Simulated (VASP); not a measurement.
Here is a VASP 6.6.1 calculation.

File INCAR:

```
ALGO = Normal
EDIFF = 1E-6
ENCUT = 520
GGA = PE
ISIF = 2
ISMEAR = 0
LASPH = T
LCHARG = F
LREAL = F
LWAVE = F
NBANDS = 16
NELM = 80
PREC = Accurate
SIGMA = 0.1
```

The input KPOINTS:

```
k-points
0
Gamma
  24 24 10
```

File POSCAR:

```
InP
1.0
    2.9529711152      0.0000000000      0.0000000000
   -1.4764855576      2.5573480024      0.0000000000
    0.0000000000      0.0000000000      5.5532776258
In P
1 1
Direct
    0.0000000000      0.0000000000      0.0000000000
    0.0000000000      0.0000000000      0.5000000000
```

Potentials or basis: VASP PAW PBE potentials, release 64 (In_d, P).

Command:

```sh
$ cat potpaw_PBE.64/In_d/POTCAR potpaw_PBE.64/P/POTCAR > POTCAR
$ mpirun -np 1 vasp_std > vasp.out
```

Task: Estimate the band gap on the k mesh.

Result: Zero (bands 9 and 10 overlap by 6.27 eV).

Task: Estimate the pressure.

Result: 0.0 GPa.

Caveat: spin-orbit coupling is left out, which moves the levels of the heavy elements.
